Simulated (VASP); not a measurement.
# Se (Im-3m) in VASP: notebook

Runs on Se. Level: PBEsol. Tasks: single point, relaxation of cell and atoms.

Everything below comes from runs of VASP 6.6.1. Logs are shortened: lines on timing, memory, paths and dates and some standing lists are left out, and cuts for length are marked.

**1. The cell of the first run**

Symmetry: Im-3m, No. 229, cubic system. The conventional cell has a = 2.775 Å, b = 2.775 Å, c = 2.775 Å, α = 90.00°, β = 90.00°, γ = 90.00°. Se (site symmetry m-3m) has 14 Se at 2.40 to 2.77 Å within 3.2 Å.

This isn't the form of Se at room conditions, which is trigonal, of chains.

**2. Single point, PBEsol**

Input file INCAR:

```
  PREC = Accurate
  ENCUT = 520
  EDIFF = 1E-6
  ISMEAR = 0
  SIGMA = 0.3
  LREAL = F
  LASPH = T
  NELM = 100
  ALGO = Fast
  ISIF = 2
  LWAVE = F
  LCHARG = F
  GGA = PS
  NBANDS = 9
```

Input file KPOINTS:

```
regular mesh
0
Gamma
  22 22 22
```

Input file POSCAR:

```
Se
1.0
   -1.3873325789      1.3873325789      1.3873325789
    1.3873325789     -1.3873325789      1.3873325789
    1.3873325789      1.3873325789     -1.3873325789
Se
1
Direct
    0.0000000000      0.0000000000      0.0000000000
```

Potentials or basis: VASP PAW PBE potentials, release 64 (Se).

Run with:

```bash
cat potpaw_PBE.64/Se/POTCAR > POTCAR
mpirun -np 1 vasp_std > vasp.out
```

OUTCAR:

```text
PREC = Accurate
   ENCUT = 520
   EDIFF = 1E-6
   ISMEAR = 0
   LREAL = F
   LASPH = T
   NELM = 100
   ISIF = 2
   GGA = PS

 ion  position               nearest neighbor table
   1  0.000  0.000  0.000-

  LATTYP: Found a body centered cubic cell.
 ALAT       =     2.7746651578

  Lattice vectors:

 A1 = (  -1.3873325789,   1.3873325789,   1.3873325789)
 A2 = (   1.3873325789,  -1.3873325789,   1.3873325789)
 A3 = (   1.3873325789,   1.3873325789,  -1.3873325789)

Analysis of symmetry for initial positions (statically):
=====================================================================
 Subroutine PRICEL returns:
 Original cell was already a primitive cell.

 Routine SETGRP: Setting up the symmetry group for a
 body centered cubic supercell.

 Subroutine GETGRP returns: Found 48 space group operations
 (whereof 48 operations were pure point group operations)
 out of a pool of 48 trial point group operations.

The static configuration has the point symmetry O_h .

Analysis of symmetry for dynamics (positions and initial velocities):
=====================================================================
 Subroutine PRICEL returns:
 Original cell was already a primitive cell.

 Routine SETGRP: Setting up the symmetry group for a
 body centered cubic supercell.

 Subroutine GETGRP returns: Found 48 space group operations
 (whereof 48 operations were pure point group operations)
 out of a pool of 48 trial point group operations.

The dynamic configuration has the point symmetry O_h .

 Subroutine INISYM returns: Found 48 space group operations
 (whereof 48 operations are pure point group operations),
 and found     1 'primitive' translations

----------------------------------------------------------------------------------------

                                     Primitive cell

  volume of cell :      10.6807

  direct lattice vectors                    reciprocal lattice vectors
    -1.387332579  1.387332579  1.387332579     0.000000000  0.360403848  0.360403848
     1.387332579 -1.387332579  1.387332579     0.360403848  0.000000000  0.360403848
     1.387332579  1.387332579 -1.387332579     0.360403848  0.360403848  0.000000000

  length of vectors
     2.402930514  2.402930514  2.402930514     0.509688010  0.509688010  0.509688010

  position of ions in fractional coordinates (direct lattice)
     0.000000000  0.000000000  0.000000000

  ion indices of the primitive-cell ions
   primitive index   ion index
                 1           1

----------------------------------------------------------------------------------------

 KPOINTS: regular mesh

Automatic generation of k-mesh.
 Grid dimensions read from file:
 generate k-points for:   22   22   22

 Generating k-lattice:

  Cartesian coordinates                     Fractional coordinates (reciprocal lattice)
     0.000000000  0.016381993  0.016381993     0.045454545  0.000000000  0.000000000
     0.016381993  0.000000000  0.016381993     0.000000000  0.045454545  0.000000000
     0.016381993  0.016381993  0.000000000     0.000000000  0.000000000  0.045454545

  Length of vectors
     0.023167637  0.023167637  0.023167637

  Shift w.r.t. Gamma in fractional coordinates (k-lattice)
     0.000000000  0.000000000  0.000000000

 Subroutine IBZKPT returns following result:
 ===========================================

 Found    328 irreducible k-points:

 Following reciprocal coordinates:
            Coordinates               Weight
  0.000000  0.000000  0.000000      1.000000
  0.045455  0.000000  0.000000     12.000000
  0.090909  0.000000  0.000000     12.000000
  0.136364  0.000000  0.000000     12.000000
  0.181818  0.000000  0.000000     12.000000
  0.227273  0.000000  0.000000     12.000000
[... 16 lines left out ...]
  0.090909  0.090909  0.000000     24.000000
  0.136364  0.090909 -0.000000     48.000000
 [... further k-points ...]
   k-points           NKPTS =    328   k-points in BZ     NKDIM =    328   number of bands    NBANDS=      9
   number of dos      NEDOS =    301   number of ions     NIONS =      1
   total plane-waves  NPLWV =   5832
   dimension x,y,z NGX =    18 NGY =   18 NGZ =   18
   dimension x,y,z NGXF=    36 NGYF=   36 NGZF=   36
   ions per type =               1
   NGX,Y,Z   is equivalent  to a cutoff of  12.45, 12.45, 12.45 a.u.
   NGXF,Y,Z  is equivalent  to a cutoff of  24.91, 24.91, 24.91 a.u.
 SYSTEM =  unknown system
   PREC   = accura    normal or accurate (medium, high low for compatibility)
   ISTART =      0    job   : 0-new  1-cont  2-samecut
   ICHARG =      2    charge: 1-file 2-atom 10-const
   ISPIN  =      1    spin polarized calculation?
   LNONCOLLINEAR =      F non collinear calculations
   LSORBIT =      F    spin-orbit coupling
   LASPH  =      T    aspherical Exc in radial PAW
   ENCUT  =  520.0 eV  38.22 Ry    6.18 a.u.   4.47  4.47  4.47*2*pi/ulx,y,z
   NELM   =    100;   NELMIN=  2; NELMDL= -5     # of ELM steps
   EDIFF  = 0.1E-05   stopping-criterion for ELM
   LREAL  =      F    real-space projection
   EDIFFG = 0.1E-04   stopping-criterion for IOM
   NSW    =      0    number of steps for IOM
   IBRION =     -1    ionic relax: 0-MD 1-quasi-New 2-CG
   NFREE  =      0    steps in history (QN), initial steepest desc. (CG)
   ISIF   =      2    stress and relaxation
   ISYM   =      2    0-nonsym 1-usesym 2-fastsym
   POTIM  = 0.5000    time-step for ionic-motion
   TEBEG  =    0.0;   TEEND  =   0.0 temperature during run
   PSTRESS=    0.0 pullay stress
   NELECT =       6.0000    total number of electrons
   NUPDOWN=      -1.0000    fix difference up-down
   EMIN   =  10.00;   EMAX   =-10.00  energy-range for DOS
   EFERMI =   0.00;   METHOD = LEGACY
   ISMEAR =     0;   SIGMA  =   0.30  broadening in eV -4-tet -1-fermi 0-gaus
   EFERMI_NEDOS =   21; number of points for ismear=-14 and -15
   IALGO  =     68    algorithm
   IMIX   =      4    mixing-type and parameters
     AMIX     =   0.40;   BMIX     =  1.00
     AMIX_MAG =   1.60;   BMIX_MAG =  1.00
  volume/ion in A,a.u.               =      10.68        72.08
  Fermi-wavevector in a.u.,A,eV,Ry     =   1.350801  2.552644 24.826047  1.824663
  Thomas-Fermi vector in A             =   2.478275
   LORBIT       =      0    0 simple, 1 ext, 2 COOP (PROOUT), +10 PAW based schemes
   GGA     = PS    functional components
   LHFCALC =     F    Hartree Fock is set to
   AEXX    =    0.0000 exact exchange contribution
   IVDW    =     0    specifies the selected vdW correction
   LEPSILON=     F    determine dielectric tensor
   LRPA    =     F    only Hartree local field effects (RPA)
 non-spin polarized calculation
 RMM-DIIS sequential band-by-band and
 Gauss-broadening in eV      SIGMA  =   0.30
  energy-cutoff  :      520.00
  volume of cell :       10.68
 maximum number of plane-waves:       321
 NGX is ok and might be reduce to    18
   NGX =  9   NGY =  9   NGZ =  9

 number of electron       6.0000001 magnetization

 Free energy of the ion-electron system (eV)
  ---------------------------------------------------
  ext. energy  EPLUGINS =         0.00000000
  ---------------------------------------------------
  free energy    TOTEN  =        -0.43134508 eV

  energy without entropy =       -0.41576129  energy(sigma->0) =       -0.42355318

 E-fermi :  15.9505     XC(G=0): -13.8080

 val. band max:       15.9077352178   @ k =   0.2727   0.0909   0.0909
 cond. band min:      16.0204780033   @ k =  -0.3182   0.4091   0.2273
 fundamental gap:      0.1127427856
 Fermi energy:        15.9505248696

 k-point     1 :       0.0000    0.0000    0.0000
  band No.  band energies     occupation
      1      -8.6942      2.00000
      2      23.9953      0.00000
      3      23.9953      0.00000
      4      23.9953      0.00000
      5      30.1812      0.00000
      6      30.1812      0.00000
      7      30.1812      0.00000
      8      33.9634      0.00000
      9      33.9635      0.00000

 k-point     2 :       0.0455    0.0000    0.0000
  band No.  band energies     occupation
      1      -8.6136      2.00000
      2      23.2980      0.00000
      3      23.5950      0.00000
      4      23.9030      0.00000
      5      29.6898      0.00000
      6      30.0367      0.00000
      7      30.7126      0.00000
      8      32.6108      0.00000
      9      33.1308      0.00000

 k-point     3 :       0.0909    0.0000    0.0000
  band No.  band energies     occupation
      1      -8.3718      2.00000
      2      21.5408      0.00000
      3      22.6684      0.00000
      4      23.6328      0.00000
      5      28.6860      0.00000
      6      29.2782      0.00000
      7      32.0339      0.00000
      8      32.3988      0.00000
      9      32.4912      0.00000

 k-point     4 :       0.1364    0.0000    0.0000
  band No.  band energies     occupation
      1      -7.9689      2.00000
      2      19.2559      0.00000
      3      21.5773      0.00000
      4      23.2098      0.00000
      5      27.6120      0.00000
      6      28.2534      0.00000
      7      32.2146      0.00000
      8      32.8735      0.00000
      9      33.7830      0.00000
[... 205 lines left out ...]
 k-point    22 :       0.4545    0.0455    0.0000
  band No.  band energies     occupation
      1      -0.1388      2.00000
      2       2.5669      2.00000
      3      16.1173      0.43188
      4      19.4121      0.00000
      5      23.8145      0.00000
      6      24.9178      0.00000
      7      37.5289      0.00000
      8      39.6225      0.00000
      9      41.2913      0.00000

 k-point    23 :       0.0909    0.0909    0.0000
  band No.  band energies     occupation
      1      -7.7272      2.00000
      2      18.6997      0.00000
      3      20.3688      0.00000
      4      22.2964      0.00000
      5      27.9048      0.00000
      6      28.7275      0.00000
      7      31.4315      0.00000
      8      33.2657      0.00000
      9      35.0327      0.00000

 k-point    24 :       0.1364    0.0909   -0.0000
  band No.  band energies     occupation
      1      -7.1635      2.00000
      2      16.6610      0.00081
      3      18.9286      0.00000
      4      21.5725      0.00000
      5      27.3529      0.00000
      6      28.4284      0.00000
      7      31.5420      0.00000
      8      34.2763      0.00000
      9      36.1615      0.00000

 [... further k-points ...]

------------------------ aborting loop because EDIFF is reached ----------------------------------------

  FORCE on cell =-STRESS in cart. coord.  units (eV):
  Direction    XX          YY          ZZ          XY          YZ          ZX
  --------------------------------------------------------------------------------------
  -------------------------------------------------------------------------------------
  Total       12.5643931     12.5643931     12.5643931      0.0000000      0.0000000      0.0000000
  in kB     1884.7352427   1884.7352427   1884.7352427      0.0000000      0.0000000      0.0000000
  external PRESSURE =    1884.7352427 kB  Pullay stress =       0.0000000 kB

 VOLUME and BASIS-vectors are now :
 -----------------------------------------------------------------------------
  energy-cutoff  :      520.00
  volume of cell :       10.68
      direct lattice vectors                 reciprocal lattice vectors
    -1.387332579  1.387332579  1.387332579     0.000000000  0.360403848  0.360403848
     1.387332579 -1.387332579  1.387332579     0.360403848  0.000000000  0.360403848
     1.387332579  1.387332579 -1.387332579     0.360403848  0.360403848  0.000000000

 POSITION                                       TOTAL-FORCE (eV/Angst)
 -----------------------------------------------------------------------------------
      0.00000      0.00000      0.00000         0.000000      0.000000     -0.000000
 -----------------------------------------------------------------------------------
    total drift:                               -0.000000      0.000000     -0.000000

  FREE ENERGIE OF THE ION-ELECTRON SYSTEM (eV)
  ---------------------------------------------------
  free  energy   TOTEN  =        -0.4313450767 eV

  energy  without entropy=       -0.4157612854  energy(sigma->0) =       -0.42355318
```

Wall time 14 s (1 thread of AMD EPYC 9R45 (Zen 5), shared host); peak memory 0.11 GiB.

Results:

| Item | Value |
| --- | --- |
| Free energy | -0.4313 eV |
| Pressure | 188.5 GPa |
| Band gap on the k mesh | zero (bands 3 and 4 overlap by 15.87 eV) |

Caveat: the cell stands under pressure; so wide a smearing shifts energies and pressures; the PAW data sets were made with another functional, which shifts forces and pressure a little.

(Continued in part 2 of 2.)
